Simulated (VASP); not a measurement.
# CdS (Fdd2) in VASP: relaxation of cell and atoms with PBE

Aim: the relaxation of cell and atoms of CdS with PBE.

All numbers are computed with VASP 6.6.1; they aren't measurements. Logs are shortened: lines on timing, memory, paths and dates and some standing lists are left out, and cuts for length are marked.

**1. The cell of the first run**

It takes space group Fdd2 (No. 43, orthorhombic). The conventional cell has a = 3.890 Å, b = 7.555 Å, c = 12.808 Å, α = 90.00°, β = 90.00°, γ = 90.00°. Within 3.4 Å of Cd (site symmetry 2) lie 4 S at 2.58 to 2.60 Å. Within 3.4 Å of S (site symmetry 2) lie 4 Cd at 2.58 to 2.60 Å.

The cell was generated, and may not be a known phase.

**2. Relaxation of cell and atoms, PBE**

Contents of INCAR:

```
SYSTEM = CdS
  ALGO = Normal
  EDIFF = 1E-7
  EDIFFG = -0.01
  ENCUT = 600
  GGA = PE
  IBRION = 2
  ISIF = 3
  ISMEAR = 0
  LASPH = .TRUE.
  LCHARG = .FALSE.
  LREAL = .FALSE.
  LWAVE = .FALSE.
  NELM = 80
  NSW = 100
  PREC = Accurate
  SIGMA = 0.02
```

Contents of KPOINTS:

```
k-points
0
G
  8 8 8
  0 0 0
```

Contents of POSCAR:

```
CdS
1.0
    0.0000000000      3.7772801864      6.4037969361
    1.9450149862      0.0000000000      6.4037969361
    1.9450149862      3.7772801864      0.0000000000
Cd S
2 2
Direct
    0.5675437738      0.5675437738      0.9324562262
    0.3175437738      0.3175437738      0.6824562262
    0.6824562262      0.6824562262      0.3175437738
    0.9324562262      0.9324562262      0.5675437738
```

Potentials or basis: VASP PAW PBE potentials, release 64 (Cd, S).

Started as:

```console
$ cat potpaw_PBE.64/Cd/POTCAR potpaw_PBE.64/S/POTCAR > POTCAR
$ mpirun -np 1 vasp_std > vasp.out
```

OUTCAR:

```text
SYSTEM = CdS
   EDIFF = 1E-7
   EDIFFG = -0.01
   ENCUT = 600
   GGA = PE
   IBRION = 2
   ISIF = 3
   ISMEAR = 0
   LASPH = .TRUE.
   LREAL = .FALSE.
   NELM = 80
   NSW = 100
   PREC = Accurate

 ion  position               nearest neighbor table
   1  0.568  0.568  0.932-   3 2.58   3 2.58   4 2.60   4 2.60
   2  0.318  0.318  0.682-   4 2.58   4 2.58   3 2.60   3 2.60
   3  0.682  0.682  0.318-   1 2.58   1 2.58   2 2.60   2 2.60
   4  0.932  0.932  0.568-   2 2.58   2 2.58   1 2.60   1 2.60

  LATTYP: Found a face centered orthorhombic cell.
 ALAT       =     3.8900299724
 B/A-ratio  =     1.9420314050
 C/A-ratio  =     3.2924152161

  Lattice vectors:

 A1 = (   0.0000000000,   3.7772801864,   6.4037969361)
 A2 = (   1.9450149862,   0.0000000000,   6.4037969361)
 A3 = (   1.9450149862,   3.7772801864,   0.0000000000)

Analysis of symmetry for initial positions (statically):
=====================================================================
 Subroutine PRICEL returns:
 Original cell was already a primitive cell.

 Routine SETGRP: Setting up the symmetry group for a
 face centered orthorhombic supercell.

 Subroutine GETGRP returns: Found  4 space group operations
 (whereof  2 operations were pure point group operations)
 out of a pool of  8 trial point group operations.

The static configuration has the point symmetry C_2 .
 The point group associated with its full space group is C_2v.

Analysis of symmetry for dynamics (positions and initial velocities):
=====================================================================
 Subroutine PRICEL returns:
 Original cell was already a primitive cell.

 Routine SETGRP: Setting up the symmetry group for a
 face centered orthorhombic supercell.

 Subroutine GETGRP returns: Found  4 space group operations
 (whereof  2 operations were pure point group operations)
 out of a pool of  8 trial point group operations.

The dynamic configuration has the point symmetry C_2 .
 The point group associated with its full space group is C_2v.

 Subroutine INISYM returns: Found  4 space group operations
 (whereof  2 operations are pure point group operations),
 and found     1 'primitive' translations

----------------------------------------------------------------------------------------

                                     Primitive cell

  volume of cell :      94.0957

  direct lattice vectors                    reciprocal lattice vectors
     0.000000000  3.777280186  6.403796936    -0.257067428  0.132370376  0.078078678
     1.945014986  0.000000000  6.403796936     0.257067428 -0.132370376  0.078078678
     1.945014986  3.777280186  0.000000000     0.257067428  0.132370376 -0.078078678

  length of vectors
     7.434814107  6.692660046  4.248638476     0.299502686  0.299502686  0.299502686

  position of ions in fractional coordinates (direct lattice)
     0.567543774  0.567543774  0.932456226
     0.317543774  0.317543774  0.682456226
     0.682456226  0.682456226  0.317543774
     0.932456226  0.932456226  0.567543774

  ion indices of the primitive-cell ions
   primitive index   ion index
                 1           1
                 2           2
                 3           3
                 4           4

----------------------------------------------------------------------------------------

 KPOINTS: k-points

Automatic generation of k-mesh.
 Grid dimensions read from file:
 generate k-points for:    8    8    8

 Generating k-lattice:

  Cartesian coordinates                     Fractional coordinates (reciprocal lattice)
    -0.032133429  0.016546297  0.009759835     0.125000000  0.000000000 -0.000000000
     0.032133429 -0.016546297  0.009759835     0.000000000  0.125000000  0.000000000
     0.032133429  0.016546297 -0.009759835    -0.000000000  0.000000000  0.125000000

  Length of vectors
     0.037437836  0.037437836  0.037437836

  Shift w.r.t. Gamma in fractional coordinates (k-lattice)
     0.000000000  0.000000000  0.000000000

 Subroutine IBZKPT returns following result:
 ===========================================

 Found     95 irreducible k-points:

 Following reciprocal coordinates:
            Coordinates               Weight
  0.000000  0.000000  0.000000      1.000000
  0.125000  0.000000 -0.000000      8.000000
  0.250000  0.000000 -0.000000      8.000000
  0.375000  0.000000 -0.000000      8.000000
  0.500000  0.000000 -0.000000      4.000000
  0.125000  0.125000  0.000000      2.000000
[... 16 lines left out ...]
  0.250000  0.000000  0.125000      8.000000
  0.375000  0.000000  0.125000      8.000000
 [... further k-points ...]
   k-points           NKPTS =     95   k-points in BZ     NKDIM =     95   number of bands    NBANDS=     22
   number of dos      NEDOS =    301   number of ions     NIONS =      4
   total plane-waves  NPLWV = 116640
   dimension x,y,z NGX =    60 NGY =   54 NGZ =   36
   dimension x,y,z NGXF=   120 NGYF=  108 NGZF=   72
   ions per type =               2   2
   NGX,Y,Z   is equivalent  to a cutoff of  13.42, 13.41, 14.09 a.u.
   NGXF,Y,Z  is equivalent  to a cutoff of  26.83, 26.83, 28.17 a.u.
 SYSTEM =  CdS
   PREC   = accura    normal or accurate (medium, high low for compatibility)
   ISTART =      0    job   : 0-new  1-cont  2-samecut
   ICHARG =      2    charge: 1-file 2-atom 10-const
   ISPIN  =      1    spin polarized calculation?
   LNONCOLLINEAR =      F non collinear calculations
   LSORBIT =      F    spin-orbit coupling
   LASPH  =      T    aspherical Exc in radial PAW
   ENCUT  =  600.0 eV  44.10 Ry    6.64 a.u.  14.85 13.37  8.49*2*pi/ulx,y,z
   NELM   =     80;   NELMIN=  2; NELMDL= -5     # of ELM steps
   EDIFF  = 0.1E-06   stopping-criterion for ELM
   LREAL  =      F    real-space projection
   EDIFFG = -.1E-01   stopping-criterion for IOM
   NSW    =    100    number of steps for IOM
   IBRION =      2    ionic relax: 0-MD 1-quasi-New 2-CG
   NFREE  =      1    steps in history (QN), initial steepest desc. (CG)
   ISIF   =      3    stress and relaxation
   ISYM   =      2    0-nonsym 1-usesym 2-fastsym
   POTIM  = 0.5000    time-step for ionic-motion
   TEBEG  =    0.0;   TEEND  =   0.0 temperature during run
   PSTRESS=    0.0 pullay stress
   NELECT =      36.0000    total number of electrons
   NUPDOWN=      -1.0000    fix difference up-down
   EMIN   =  10.00;   EMAX   =-10.00  energy-range for DOS
   EFERMI =   0.00;   METHOD = LEGACY
   ISMEAR =     0;   SIGMA  =   0.02  broadening in eV -4-tet -1-fermi 0-gaus
   EFERMI_NEDOS =   21; number of points for ismear=-14 and -15
   IALGO  =     38    algorithm
   IMIX   =      4    mixing-type and parameters
     AMIX     =   0.40;   BMIX     =  1.00
     AMIX_MAG =   1.60;   BMIX_MAG =  1.00
  volume/ion in A,a.u.               =      23.52       158.75
  Fermi-wavevector in a.u.,A,eV,Ry     =   1.188463  2.245870 19.217480  1.412445
  Thomas-Fermi vector in A             =   2.324592
   LORBIT       =      0    0 simple, 1 ext, 2 COOP (PROOUT), +10 PAW based schemes
   GGA     = PE    functional components
   LHFCALC =     F    Hartree Fock is set to
   AEXX    =    0.0000 exact exchange contribution
   IVDW    =     0    specifies the selected vdW correction
   LEPSILON=     F    determine dielectric tensor
   LRPA    =     F    only Hartree local field effects (RPA)
 conjugate gradient relaxation of ions
 non-spin polarized calculation
 Gauss-broadening in eV      SIGMA  =   0.02
  energy-cutoff  :      600.00
  volume of cell :       94.10
 maximum number of plane-waves:      3159
   NGX = 29   NGY = 27   NGZ = 17

--------------------------------------- Ionic step        1  -------------------------------------------

 number of electron      35.9999998 magnetization

 Free energy of the ion-electron system (eV)
  ---------------------------------------------------
  ext. energy  EPLUGINS =         0.00000000
  ---------------------------------------------------
  free energy    TOTEN  =       -11.82198387 eV

  energy without entropy =      -11.82198387  energy(sigma->0) =      -11.82198387

------------------------ aborting loop because EDIFF is reached ----------------------------------------

  FORCE on cell =-STRESS in cart. coord.  units (eV):
  Direction    XX          YY          ZZ          XY          YZ          ZX
  --------------------------------------------------------------------------------------
  -------------------------------------------------------------------------------------
  Total        0.0772943      0.1550404      0.1945071      0.0000000      0.0000000      0.0000000
  in kB        1.3160988      2.6398894      3.3118927      0.0000000      0.0000000      0.0000000
  external PRESSURE =       2.4226270 kB  Pullay stress =       0.0000000 kB
[... 137 lines left out ...]
  energy  without entropy=      -11.8223244202  energy(sigma->0) =      -11.82232442

--------------------------------------- Ionic step        5  -------------------------------------------

 number of electron      35.9999998 magnetization

 Free energy of the ion-electron system (eV)
  ---------------------------------------------------
  ext. energy  EPLUGINS =         0.00000000
  ---------------------------------------------------
  free energy    TOTEN  =       -11.82235722 eV

  energy without entropy =      -11.82235722  energy(sigma->0) =      -11.82235722

 E-fermi :   1.7838     XC(G=0):  -9.5631

 val. band max:        1.6467946674   @ k =   0.0000   0.0000   0.0000
 cond. band min:       2.3776068503   @ k =   0.0000   0.0000   0.0000
 fundamental gap:      0.7308121830
 Fermi energy:         1.7837740675

 k-point     1 :       0.0000    0.0000    0.0000
  band No.  band energies     occupation
      1     -10.6513      2.00000
      2      -9.8952      2.00000
      3      -6.1442      2.00000
      4      -5.9706      2.00000
      5      -5.9106      2.00000
      6      -5.8767      2.00000
[... 574 lines left out ...]
      6      -5.8275      2.00000
[... 14 lines left out ...]
     21       6.3589      0.00000
     22       7.7527      0.00000

 [... further k-points ...]

------------------------ aborting loop because EDIFF is reached ----------------------------------------

  FORCE on cell =-STRESS in cart. coord.  units (eV):
  Direction    XX          YY          ZZ          XY          YZ          ZX
  --------------------------------------------------------------------------------------
  -------------------------------------------------------------------------------------
  Total       -0.0277375      0.0066822      0.0067738      0.0000000      0.0000000      0.0000000
  in kB       -0.4702496      0.1132866      0.1148405      0.0000000      0.0000000      0.0000000
  external PRESSURE =      -0.0807075 kB  Pullay stress =       0.0000000 kB
[... 19 lines left out ...]
  FREE ENERGIE OF THE ION-ELECTRON SYSTEM (eV)
  ---------------------------------------------------
  free  energy   TOTEN  =       -11.8223572176 eV

  energy  without entropy=      -11.8223572176  energy(sigma->0) =      -11.82235722

 reached required accuracy - stopping structural energy minimisation
```

Run time: 12 min. Hardware: 1 thread of Intel Xeon Platinum 8488C (Sapphire Rapids), shared host; peak memory 0.48 GiB.

Results:

```yaml
Free_energy: -11.8224 eV
Relaxed_volume: 23.63 Å³/atom
Relaxed_cell: a = 7.451 Å, b = 6.707 Å, c = 4.255 Å, α = 82.38°, β = 63.14°, γ = 34.48°
Space_group_after_relaxing_to_0.1_Å: Fdd2 (No. 43)
Energy_gained_by_relaxing: 0.1 meV/atom
Ionic_steps: 5
Pressure_after_relaxing: 0.0 GPa
Band_gap_on_the_k_mesh: 0.73 eV
```

Forces in eV/Å, atoms in the order of the input:
```
Cd   0.000  0.000  0.003
Cd   0.000  0.000  0.003
S    0.000  0.000 -0.003
S    0.000  0.000 -0.003
```

Step by step:
```tsv
step	energy change (eV)	largest force (eV/Å)	pressure (GPa)	volume (Å³)
1	0.0000	0.0024	0.24	94.10
2	-0.0003	0.0014	-0.06	94.58
3	-0.0003	0.0015	-0.02	94.50
4	-0.0003	0.0015	-0.02	94.51
5	-0.0004	0.0026	-0.01	94.50
```

Final structure:
```yaml
crystal:
  lattice:
    - [0.00000, 3.78452, 6.41824]
    - [1.94533, 0.00000, 6.41824]
    - [1.94533, 3.78452, 0.00000]
  atoms:
    - { symbol: Cd, position: [0.56753, 0.56753, 0.93247] }
    - { symbol: Cd, position: [0.31753, 0.31753, 0.68247] }
    - { symbol: S, position: [0.68247, 0.68247, 0.31753] }
    - { symbol: S, position: [0.93247, 0.93247, 0.56753] }
```

Caveat: semilocal functionals underestimate gaps, and a narrow one can read as zero. A k mesh can miss the band edges.
